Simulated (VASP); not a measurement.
Here is a VASP 6.6.1 calculation.

Contents of INCAR:

```
PREC = Accurate ; ENCUT = 520
EDIFF = 1E-7 ; ISMEAR = -1
SIGMA = 0.08 ; LREAL = False
LASPH = True ; NELM = 80
ALGO = Normal ; ISIF = 2
LWAVE = False ; LCHARG = True
GGA = PE ; LELF = True
LVHAR = True ; NBANDS = 12
```

KPOINTS

```
regular mesh
0
Gamma
  18 18 18
```

Contents of POSCAR:

```
Ti
1.0
    0.0000000000      2.0569818663      2.0569818663
    2.0569818663      0.0000000000      2.0569818663
    2.0569818663      2.0569818663      0.0000000000
Ti
1
Direct
    0.0000000000      0.0000000000      0.0000000000
```

Potentials or basis: VASP PAW PBE potentials, release 64 (Ti_sv).

Command:

```console
$ cat potpaw_PBE.64/Ti_sv/POTCAR > POTCAR
$ mpirun -np 1 vasp_std > vasp.out
```

(1) Estimate the pressure.

(2) Estimate the band gap on the k mesh.

Results:

(1) -0.3 GPa.

(2) zero (bands 6 and 7 overlap by 1.30 eV).
